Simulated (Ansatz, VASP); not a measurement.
## Two plane-wave programs on Ti2C

```
Ti C
1.0
     0.00000    4.31017    4.31017
     4.31017    0.00000    4.31017
     4.31017    4.31017    0.00000
Ti C
8 4
Direct
  0.85605 0.38132 0.38132
  0.38132 0.38132 0.38132
  0.38132 0.38132 0.85605
  0.86868 0.39395 0.86868
  0.86868 0.86868 0.86868
  0.39395 0.86868 0.86868
  0.86868 0.86868 0.39395
  0.38132 0.85605 0.38132
  0.62500 0.62500 0.62500
  0.12500 0.62500 0.62500
  0.62500 0.62500 0.12500
  0.62500 0.12500 0.62500
```

Alike in both runs: functional r2SCAN; k mesh 8 × 8 × 8; occupations gaussian, width 0.1 eV; no spin polarisation.

Ansatz relaxed the structure, and its values are those at the end. VASP's run is a single point on that final structure, the one shown.

|  | VASP | Ansatz |
| --- | --- | --- |
| version | VASP 6.6.1 | Ansatz 0.2.0 |
| potentials or method | VASP PAW PBE potentials, release 64 (Ti_sv, C), cutoff 520 eV | scalar-relativistic, plane waves, PAW |
| valence electrons in the cell | 112 | 112 |

```csv
,VASP,Ansatz,Ansatz less VASP
gap on the k mesh at the Fermi level (eV),none,none,-
pressure (GPa),0.7,0.0,-0.71
rms of the force components (eV/Å),0.044,0.000,-0.0435
```

VASP's potentials were made for PBE, not for r2SCAN. A gap of «none» marks a metal or a gap that the smearing closes.
